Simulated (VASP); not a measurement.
BN: single point with r2SCAN+D4

BN:

```
B N
1.0
     2.50804    0.00000    0.00000
    -1.24671    2.17623    0.00000
    -0.63067   -1.08812    3.02254
B N
1 1
Direct
  0.97964 0.98350 0.00181
  0.66851 0.33238 0.98500
```

| Property | Result |
| --- | --- |
| Program | VASP 6.6.1 |
| Task | single point |
| Functional | r2SCAN |
| Dispersion | D4 |
| Potentials or basis | VASP PAW PBE potentials, release 64 (B, N) |
| Cutoff | 520 eV |
| k mesh | 4 × 4 × 4 |
| Occupations | gaussian, width 0.01 eV |
| Spin | no spin polarisation |

```json
{
  "Pressure": "-0.1 GPa",
  "Largest force": "2.771 eV/Å",
  "Band gap on the k mesh": "3.45 eV, indirect (least direct gap 5.47 eV)",
  "Dispersion energy per atom": "-0.075 eV"
}
```

Forces on the atoms (eV/Å):
```
B    1.685  2.105 -0.640
N   -1.685 -2.105  0.640
```

Stress tensor (GPa, compression positive):
```
-8.32 -4.81  0.61
-4.81  3.08  1.16
 0.61  1.16  4.98
```

Levels at points of the mesh, in eV from the valence-band top:
```csv
k point,band 1,band 2,band 3,band 4,band 5,band 6,band 7,band 8
"(0.00, 0.00, 0.00)",-19.15,-3.75,-2.42,-0.71,6.10,11.05,13.16,14.30
"(0.50, 0.00, 0.00)",-15.65,-9.31,-4.92,-1.48,5.64,10.27,14.66,18.44
"(0.00, 0.50, 0.50)",-15.81,-9.59,-4.11,-1.06,4.72,10.34,14.82,18.31
"(0.00, 0.50, 0.00)",-15.81,-9.60,-4.12,-0.97,4.50,10.41,14.96,18.45
"(0.50, 0.00, 0.50)",-15.65,-9.32,-4.92,-1.38,5.30,10.31,14.93,18.66
"(0.50, 0.50, 0.00)",-15.90,-9.77,-4.28,0.00,7.12,9.82,13.34,15.53
"(0.00, 0.00, 0.50)",-18.58,-7.07,-2.44,-0.76,10.74,11.78,13.14,13.39
"(0.50, 0.50, 0.50)",-15.56,-9.23,-4.44,-2.12,3.45,9.92,16.67,21.08
```

Run time: 31 s on 1 thread of Intel(R) Xeon(R) Platinum 8259CL CPU @ 2.50GHz (Skylake/Cascade Lake), on a shared host, peak memory 0.13 GiB.

Caveat: the k points lie up to 0.77 Å⁻¹ apart; the PAW data sets were made with another functional, which shifts forces and pressure a little. A k mesh can miss the band edges.
